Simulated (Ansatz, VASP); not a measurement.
**Two plane-wave programs on GaGe**

Contents of POSCAR:

```
GaGe
1.0
    0.0000000000      2.8978440000      2.8978440000
    2.8978440000      0.0000000000      2.8978440000
    2.8978440000      2.8978440000      0.0000000000
Ge Ga
1 1
Direct
    0.0000000000      0.0000000000      0.0000000000
    0.2500000000      0.2500000000      0.2500000000
```

INCAR.step1

```
SYSTEM = GaGe
ALGO = Normal
EDIFF = 1E-5
ENCUT = 520
GGA = PE
ISIF = 2
ISMEAR = -1
LASPH = .TRUE.
LCHARG = .FALSE.
LREAL = .FALSE.
LWAVE = .TRUE.
NBANDS = 20
NELM = 80
PREC = Accurate
SIGMA = 0.05
```

Contents of INCAR.step2:

```
SYSTEM = GaGe
AEXX = 0.25
ALGO = Normal
EDIFF = 1E-6
ENCUT = 520
GGA = PE
ISIF = 2
ISMEAR = -1
ISTART = 1
LASPH = .TRUE.
LCHARG = .FALSE.
LHFCALC = .TRUE.
LREAL = .FALSE.
LWAVE = .FALSE.
NBANDS = 20
NELM = 80
PREC = Accurate
PRECFOCK = Normal
SIGMA = 0.05
```

KPOINTS

```
k-points
0
G
  4 4 4
  0 0 0
```

File input.yaml:

```yaml
crystal:
  lattice:
    - [0.0, 2.897844, 2.897844]
    - [2.897844, 0.0, 2.897844]
    - [2.897844, 2.897844, 0.0]
  atoms:
    - { symbol: Ge, position: [0.0, 0.0, 0.0] }
    - { symbol: Ga, position: [0.25, 0.25, 0.25] }
hamiltonian:
  xc: pbe0
  pseudopotentials: { kind: paw }
kpoints:
  mp_grid: { grid: [4, 4, 4] }
scf:
  occupations: { method: fermi_dirac, width: 0.05 }
output:
  forces: true
  stress: true
  eigenvalues: true
  write_density: true
  write_potential: true
  elf: true
  volumetric_format: npy
```

Alike in both runs: task single point; functional PBE0; k mesh 4 × 4 × 4; occupations fermi-dirac, width 0.05 eV; no spin polarisation.

|  | VASP | Ansatz |
| --- | --- | --- |
| version | VASP 6.6.1 | Ansatz 0.2.0 |
| potentials or method | VASP PAW PBE potentials, release 64 (Ge_d, Ga_d) | Ansatz PAW |
| plane-wave cutoff (eV) | 520 | 420 |
| valence electrons in the cell | 27 | 27 |

|  | VASP | Ansatz | Ansatz less VASP |
| --- | --- | --- | --- |
| gap on the k mesh at the Fermi level (eV) | none | none | - |
| pressure (GPa) | -2.0 | -2.0 | -0.04 |

A gap of «none» marks a metal or a gap that the smearing closes. With one functional, cell and mesh, what is left measures potentials, basis and numerics.

The k mesh is coarse, so the values compare programs but aren't converged.
